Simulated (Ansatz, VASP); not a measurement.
**In: VASP beside Ansatz**

```
CELL_PARAMETERS angstrom
-1.65804 1.65804 2.52247
1.65804 -1.65804 2.52247
1.65804 1.65804 -2.52247
ATOMIC_POSITIONS crystal
In 0.00000 0.00000 0.00000
```

Change from the starting cell: volume scaled by 1.06.

Alike in both runs: task single point; functional LDA; k mesh 14 × 14 × 14; occupations fermi-dirac, width 0.05 eV; no spin polarisation.

|  | VASP | Ansatz |
| --- | --- | --- |
| version | VASP 6.6.1 | Ansatz 0.2.0 |
| potentials or method | VASP PAW LDA potentials, release 64 (In_d), cutoff 520 eV | all-electron LAPW, scalar-relativistic |

```csv
,VASP,Ansatz,Ansatz less VASP
pressure (GPa),-4.5,-4.5,+0.03
"traceless stress, the component that is largest in VASP (GPa)",0.24,0.24,+0.005
```

LDA's correlation is that of Perdew and Zunger in VASP and of Perdew and Wang (1992) in Ansatz. Ansatz ran all-electron here, and VASP with PAW potentials.
